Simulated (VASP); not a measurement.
# NaI (Fm-3m) in VASP: settings compared

The runs below take NaI through single point, with r2SCAN, PBE.

Program: VASP 6.6.1. These are calculated values, not measurements. Logs are shortened: lines on timing, memory, paths and dates and some standing lists are left out, and cuts for length are marked.

### Step 1. The cell of the first run

The structure is cubic, space group Fm-3m (No. 225). The conventional cell has a = 6.586 Å, b = 6.586 Å, c = 6.586 Å, α = 90.00°, β = 90.00°, γ = 90.00°. Within 4.3 Å of Na (site symmetry m-3m) lie 6 I at 3.29 Å. Within 4.3 Å of I (site symmetry m-3m) lie 6 Na at 3.29 Å.

### Step 2. Single point, r2SCAN (35.71 Å³/atom)

POSCAR reads:

```
NaI
1.0
    0.0000000000      3.2930644946      3.2930644946
    3.2930644946      0.0000000000      3.2930644946
    3.2930644946      3.2930644946      0.0000000000
Na I
1 1
Direct
    0.0000000000      0.0000000000      0.0000000000
    0.5000000000      0.5000000000      0.5000000000
```

INCAR.step1 reads:

```
SYSTEM = NaI
PREC     = Accurate       ! precision mode
ENCUT    = 520            ! plane-wave cutoff, eV
ISMEAR   = 0              ! smearing method
SIGMA    = 0.01           ! smearing width, eV
LREAL    = .FALSE.        ! projectors in reciprocal space
LASPH    = .TRUE.         ! aspherical terms in the spheres
NELM     = 80             ! most SCF steps
NBANDS   = 14             ! bands
GGA      = PE             ! functional
ALGO     = Normal         ! electronic algorithm
EDIFF    = 1E-4           ! SCF threshold, eV
LWAVE    = .TRUE.         ! write WAVECAR
LCHARG   = .FALSE.        ! write CHGCAR
```

INCAR.step2 reads:

```
SYSTEM = NaI
PREC     = Accurate       ! precision mode
ENCUT    = 520            ! plane-wave cutoff, eV
EDIFF    = 1E-6           ! SCF threshold, eV
ISMEAR   = 0              ! smearing method
SIGMA    = 0.01           ! smearing width, eV
LREAL    = .FALSE.        ! projectors in reciprocal space
LASPH    = .TRUE.         ! aspherical terms in the spheres
NELM     = 80             ! most SCF steps
ALGO     = Normal         ! electronic algorithm
ISIF     = 2              ! what is computed and relaxed
LWAVE    = .FALSE.        ! write WAVECAR
LCHARG   = .FALSE.        ! write CHGCAR
METAGGA  = R2SCAN         ! meta-GGA
LMIXTAU  = .TRUE.       
NBANDS   = 14             ! bands
ISTART   = 1
```

KPOINTS reads:

```
regular mesh
0
G
  6 6 6
  0 0 0
```

Potentials or basis: VASP PAW PBE potentials, release 64 (Na_pv, I).

On the command line:

```bash
$ cat potpaw_PBE.64/Na_pv/POTCAR potpaw_PBE.64/I/POTCAR > POTCAR
$ cp INCAR.step1 INCAR
$ mpirun -np 1 vasp_std > vasp.out
$ cp INCAR.step2 INCAR
$ mpirun -np 1 vasp_std > vasp.out
```

OUTCAR:

```text
SYSTEM = NaI
   PREC = Accurate
   ENCUT = 520
   EDIFF = 1E-6
   ISMEAR = 0
   LREAL = .FALSE.
   LASPH = .TRUE.
   NELM = 80
   ISIF = 2
   METAGGA = R2SCAN
   ISTART = 1

 ion  position               nearest neighbor table
   1  0.000  0.000  0.000-
   2  0.500  0.500  0.500-

  LATTYP: Found a face centered cubic cell.
 ALAT       =     6.5861289892

  Lattice vectors:

 A1 = (   0.0000000000,   3.2930644946,   3.2930644946)
 A2 = (   3.2930644946,   0.0000000000,   3.2930644946)
 A3 = (   3.2930644946,   3.2930644946,   0.0000000000)

Analysis of symmetry for initial positions (statically):
=====================================================================
 Subroutine PRICEL returns:
 Original cell was already a primitive cell.

 Routine SETGRP: Setting up the symmetry group for a
 face centered cubic supercell.

 Subroutine GETGRP returns: Found 48 space group operations
 (whereof 48 operations were pure point group operations)
 out of a pool of 48 trial point group operations.

The static configuration has the point symmetry O_h .

Analysis of symmetry for dynamics (positions and initial velocities):
=====================================================================
 Subroutine PRICEL returns:
 Original cell was already a primitive cell.

 Routine SETGRP: Setting up the symmetry group for a
 face centered cubic supercell.

 Subroutine GETGRP returns: Found 48 space group operations
 (whereof 48 operations were pure point group operations)
 out of a pool of 48 trial point group operations.

The dynamic configuration has the point symmetry O_h .

 Subroutine INISYM returns: Found 48 space group operations
 (whereof 48 operations are pure point group operations),
 and found     1 'primitive' translations

----------------------------------------------------------------------------------------

                                     Primitive cell

  volume of cell :      71.4218

  direct lattice vectors                    reciprocal lattice vectors
     0.000000000  3.293064495  3.293064495    -0.151834257  0.151834257  0.151834257
     3.293064495  0.000000000  3.293064495     0.151834257 -0.151834257  0.151834257
     3.293064495  3.293064495  0.000000000     0.151834257  0.151834257 -0.151834257

  length of vectors
     4.657096470  4.657096470  4.657096470     0.262984647  0.262984647  0.262984647

  position of ions in fractional coordinates (direct lattice)
     0.000000000  0.000000000  0.000000000
     0.500000000  0.500000000  0.500000000

  ion indices of the primitive-cell ions
   primitive index   ion index
                 1           1
                 2           2

----------------------------------------------------------------------------------------

 KPOINTS: regular mesh

Automatic generation of k-mesh.
 Grid dimensions read from file:
 generate k-points for:    6    6    6

 Generating k-lattice:

  Cartesian coordinates                     Fractional coordinates (reciprocal lattice)
    -0.025305709  0.025305709  0.025305709     0.166666667  0.000000000  0.000000000
     0.025305709 -0.025305709  0.025305709     0.000000000  0.166666667  0.000000000
     0.025305709  0.025305709 -0.025305709     0.000000000  0.000000000  0.166666667

  Length of vectors
     0.043830775  0.043830775  0.043830775

  Shift w.r.t. Gamma in fractional coordinates (k-lattice)
     0.000000000  0.000000000  0.000000000

 Subroutine IBZKPT returns following result:
 ===========================================

 Found     16 irreducible k-points:

 Following reciprocal coordinates:
            Coordinates               Weight
  0.000000  0.000000  0.000000      1.000000
  0.166667  0.000000  0.000000      8.000000
  0.333333  0.000000  0.000000      8.000000
  0.500000  0.000000  0.000000      4.000000
  0.166667  0.166667  0.000000      6.000000
  0.333333  0.166667  0.000000     24.000000
[... 8 lines left out ...]
 -0.333333  0.333333  0.166667     24.000000
 -0.333333  0.500000  0.166667     12.000000
   k-points           NKPTS =     16   k-points in BZ     NKDIM =     16   number of bands    NBANDS=     14
   number of dos      NEDOS =    301   number of ions     NIONS =      2
   total plane-waves  NPLWV =  46656
   dimension x,y,z NGX =    36 NGY =   36 NGZ =   36
   dimension x,y,z NGXF=    72 NGYF=   72 NGZF=   72
   ions per type =               1   1
   NGX,Y,Z   is equivalent  to a cutoff of  12.85, 12.85, 12.85 a.u.
   NGXF,Y,Z  is equivalent  to a cutoff of  25.70, 25.70, 25.70 a.u.
 SYSTEM =  NaI
   PREC   = accura    normal or accurate (medium, high low for compatibility)
   ISTART =      1    job   : 0-new  1-cont  2-samecut
   ICHARG =      0    charge: 1-file 2-atom 10-const
   ISPIN  =      1    spin polarized calculation?
   LNONCOLLINEAR =      F non collinear calculations
   LSORBIT =      F    spin-orbit coupling
   LASPH  =      T    aspherical Exc in radial PAW
   ENCUT  =  520.0 eV  38.22 Ry    6.18 a.u.   8.66  8.66  8.66*2*pi/ulx,y,z
   NELM   =     80;   NELMIN=  2; NELMDL=  0     # of ELM steps
   EDIFF  = 0.1E-05   stopping-criterion for ELM
   LREAL  =      F    real-space projection
   EDIFFG = 0.1E-04   stopping-criterion for IOM
   NSW    =      0    number of steps for IOM
   IBRION =     -1    ionic relax: 0-MD 1-quasi-New 2-CG
   NFREE  =      0    steps in history (QN), initial steepest desc. (CG)
   ISIF   =      2    stress and relaxation
   ISYM   =      2    0-nonsym 1-usesym 2-fastsym
   POTIM  = 0.5000    time-step for ionic-motion
   TEBEG  =    0.0;   TEEND  =   0.0 temperature during run
   PSTRESS=    0.0 pullay stress
   NELECT =      14.0000    total number of electrons
   NUPDOWN=      -1.0000    fix difference up-down
   EMIN   =  10.00;   EMAX   =-10.00  energy-range for DOS
   EFERMI =   0.00;   METHOD = LEGACY
   ISMEAR =     0;   SIGMA  =   0.01  broadening in eV -4-tet -1-fermi 0-gaus
   EFERMI_NEDOS =   21; number of points for ismear=-14 and -15
   IALGO  =     38    algorithm
   IMIX   =      4    mixing-type and parameters
     AMIX     =   0.40;   BMIX     =  1.00
     AMIX_MAG =   1.60;   BMIX_MAG =  1.00
  volume/ion in A,a.u.               =      35.71       240.99
  Fermi-wavevector in a.u.,A,eV,Ry     =   0.950986  1.797102 12.304750  0.904374
  Thomas-Fermi vector in A             =   2.079414
   LORBIT       =      0    0 simple, 1 ext, 2 COOP (PROOUT), +10 PAW based schemes
   METAGGA = R2SCAN    functional components
   LHFCALC =     F    Hartree Fock is set to
   AEXX    =    0.0000 exact exchange contribution
   IVDW    =     0    specifies the selected vdW correction
   LEPSILON=     F    determine dielectric tensor
   LRPA    =     F    only Hartree local field effects (RPA)
 non-spin polarized calculation
 Gauss-broadening in eV      SIGMA  =   0.01
  energy-cutoff  :      520.00
  volume of cell :       71.42
 maximum number of plane-waves:      1948
 NGX is ok and might be reduce to    36
   NGX = 17   NGY = 17   NGZ = 17

 number of electron      14.0000001 magnetization

 Free energy of the ion-electron system (eV)
  ---------------------------------------------------
  ext. energy  EPLUGINS =         0.00000000
  ---------------------------------------------------
  free energy    TOTEN  =       -31.07256616 eV

  energy without entropy =      -31.07256616  energy(sigma->0) =      -31.07256616

 E-fermi :   0.1824     XC(G=0):  -7.8476

 val. band max:        0.1300573422   @ k =   0.0000   0.0000   0.0000
 cond. band min:       4.4158090563   @ k =   0.0000   0.0000   0.0000
 fundamental gap:      4.2857517141
 Fermi energy:         0.1824012596

 k-point     1 :       0.0000    0.0000    0.0000
  band No.  band energies     occupation
      1     -23.1821      2.00000
      2     -23.1820      2.00000
      3     -23.1820      2.00000
      4     -11.0849      2.00000
      5       0.1301      2.00000
      6       0.1301      2.00000
      7       0.1301      2.00000
      8       4.4158      0.00000
      9       8.6009      0.00000
     10       8.6010      0.00000
     11       8.6010      0.00000
     12      10.3726      0.00000
     13      10.3726      0.00000
     14      11.1804      0.00000

 k-point     2 :       0.1667    0.0000    0.0000
  band No.  band energies     occupation
      1     -23.1830      2.00000
      2     -23.1822      2.00000
      3     -23.1820      2.00000
      4     -11.0174      2.00000
      5      -0.5191      2.00000
      6       0.0596      2.00000
      7       0.0596      2.00000
      8       5.1706      0.00000
      9       8.1186      0.00000
     10       8.7961      0.00000
     11       8.7961      0.00000
     12       9.9189      0.00000
     13       9.9189      0.00000
     14      11.6515      0.00000

 k-point     3 :       0.3333    0.0000    0.0000
  band No.  band energies     occupation
      1     -23.1849      2.00000
      2     -23.1823      2.00000
      3     -23.1821      2.00000
      4     -10.8752      2.00000
      5      -1.4778      2.00000
      6      -0.0729      2.00000
      7      -0.0729      2.00000
      8       5.8096      0.00000
      9       8.4026      0.00000
     10       8.4026      0.00000
     11       8.6699      0.00000
     12      10.9593      0.00000
     13      10.9593      0.00000
     14      10.9775      0.00000

 k-point     4 :       0.5000    0.0000    0.0000
  band No.  band energies     occupation
      1     -23.1858      2.00000
      2     -23.1823      2.00000
      3     -23.1822      2.00000
      4     -10.8001      2.00000
      5      -1.8742      2.00000
      6      -0.1355      2.00000
      7      -0.1355      2.00000
      8       5.7973      0.00000
      9       8.1526      0.00000
     10       8.1526      0.00000
     11       9.5082      0.00000
     12      11.0477      0.00000
     13      12.8793      0.00000
     14      12.8793      0.00000

 k-point     5 :       0.1667    0.1667    0.0000
  band No.  band energies     occupation
      1     -23.1828      2.00000
      2     -23.1824      2.00000
      3     -23.1823      2.00000
      4     -10.9961      2.00000
      5      -0.5126      2.00000
      6      -0.0644      2.00000
      7      -0.0644      2.00000
      8       5.4400      0.00000
      9       7.6150      0.00000
     10       8.7660      0.00000
     11       9.2146      0.00000
[... 140 lines left out ...]
 k-point    14 :       0.5000    0.3333    0.1667
  band No.  band energies     occupation
      1     -23.1846      2.00000
      2     -23.1833      2.00000
      3     -23.1826      2.00000
      4     -10.7883      2.00000
      5      -1.4107      2.00000
      6      -0.7104      2.00000
      7      -0.3372      2.00000
      8       6.6752      0.00000
      9       7.3895      0.00000
     10       7.6799      0.00000
     11       9.6979      0.00000
     12      10.8053      0.00000
     13      12.8908      0.00000
     14      13.5254      0.00000

 k-point    15 :      -0.3333    0.3333    0.1667
  band No.  band energies     occupation
      1     -23.1847      2.00000
      2     -23.1837      2.00000
      3     -23.1828      2.00000
      4     -10.7407      2.00000
      5      -1.4475      2.00000
      6      -0.9491      2.00000
      7      -0.4613      2.00000
      8       6.7819      0.00000
      9       7.3107      0.00000
     10       8.5031      0.00000
     11       9.1944      0.00000
     12      11.1465      0.00000
     13      12.5338      0.00000
     14      13.5259      0.00000

 k-point    16 :      -0.3333    0.5000    0.1667
  band No.  band energies     occupation
      1     -23.1845      2.00000
      2     -23.1836      2.00000
      3     -23.1833      2.00000
      4     -10.7220      2.00000
      5      -1.4172      2.00000
      6      -0.8893      2.00000
      7      -0.6746      2.00000
      8       6.1357      0.00000
      9       7.1499      0.00000
     10       9.1850      0.00000
     11       9.3468      0.00000
     12      12.3953      0.00000
     13      13.2043      0.00000
     14      13.2231      0.00000

------------------------ aborting loop because EDIFF is reached ----------------------------------------

  FORCE on cell =-STRESS in cart. coord.  units (eV):
  Direction    XX          YY          ZZ          XY          YZ          ZX
  --------------------------------------------------------------------------------------
  -------------------------------------------------------------------------------------
  Total       -0.4085207     -0.4085207     -0.4085207      0.0000000     -0.0000000      0.0000000
  in kB       -9.1641880     -9.1641880     -9.1641880      0.0000000     -0.0000000      0.0000000
  external PRESSURE =      -9.1641880 kB  Pullay stress =       0.0000000 kB

 VOLUME and BASIS-vectors are now :
 -----------------------------------------------------------------------------
  energy-cutoff  :      520.00
  volume of cell :       71.42
      direct lattice vectors                 reciprocal lattice vectors
     0.000000000  3.293064495  3.293064495    -0.151834257  0.151834257  0.151834257
     3.293064495  0.000000000  3.293064495     0.151834257 -0.151834257  0.151834257
     3.293064495  3.293064495  0.000000000     0.151834257  0.151834257 -0.151834257

 POSITION                                       TOTAL-FORCE (eV/Angst)
 -----------------------------------------------------------------------------------
      0.00000      0.00000      0.00000         0.000000      0.000000      0.000000
      3.29306      3.29306      3.29306         0.000000      0.000000     -0.000000
 -----------------------------------------------------------------------------------
    total drift:                                0.000000      0.000000      0.000000

  FREE ENERGIE OF THE ION-ELECTRON SYSTEM (eV)
  ---------------------------------------------------
  free  energy   TOTEN  =       -31.0725661598 eV

  energy  without entropy=      -31.0725661598  energy(sigma->0) =      -31.07256616
```

It took 1.9 min on 1 thread of Intel Xeon 8259CL, shared host; peak memory 0.21 GiB.

What came out:

```
Free energy            : -31.0726 eV
Pressure               : -0.9 GPa
Band gap on the k mesh : 4.29 eV
```

Caveat: the PAW data sets were made with another functional, which shifts forces and pressure a little; spin-orbit coupling is left out, which moves the levels of the heavy elements.

### Step 3. Single point, PBE

This run uses another cell than the first one, of 33.69 Å³/atom.

INCAR reads:

```
SYSTEM = NaI
PREC = Accurate
ENCUT = 520
EDIFF = 1E-7
ISMEAR = 0
SIGMA = 0.01
LREAL = .FALSE.
LASPH = .TRUE.
NELM = 60
ALGO = Normal
ISIF = 2
LWAVE = .FALSE.
LCHARG = .TRUE.
GGA = PE
LELF = .TRUE.
LVHAR = .TRUE.
NBANDS = 14
```

KPOINTS reads:

```
Automatic mesh
0
G
  8 8 8
  0 0 0
```

POSCAR reads:

```
NaI
1.0
    0.0000000000      3.2297205588      3.2297205588
    3.2297205588      0.0000000000      3.2297205588
    3.2297205588      3.2297205588      0.0000000000
Na I
1 1
Direct
    0.0000000000      0.0000000000      0.0000000000
    0.5000000000      0.5000000000      0.5000000000
```

Potentials or basis: VASP PAW PBE potentials, release 64 (Na_pv, I).

On the command line:

```bash
$ cat potpaw_PBE.64/Na_pv/POTCAR potpaw_PBE.64/I/POTCAR > POTCAR
$ mpirun -np 1 vasp_std > vasp.out
```

Wall time 47 s (1 thread of Intel Xeon 8259CL, shared host); peak memory 0.21 GiB.

Results (log left out):

* Free energy: -5.3838 eV
* Pressure: 0.5 GPa
* Band gap on the k mesh: 3.66 eV

Levels at points of the mesh, in eV from the valence-band top:
```
           k point  band 5  band 6  band 7  band 8  band 9  band 10
(0.00, 0.00, 0.00)    0.00    0.00    0.00    3.66    7.93     7.93
(0.50, 0.00, 0.00)   -2.20   -0.29   -0.29    5.09    7.45     7.45
(0.50, 0.50, 0.00)   -1.92   -0.75   -0.75    4.50    5.54     9.91
```

Caveat: spin-orbit coupling is left out, which moves the levels of the heavy elements.

(Part 1 of 2 ends here.)
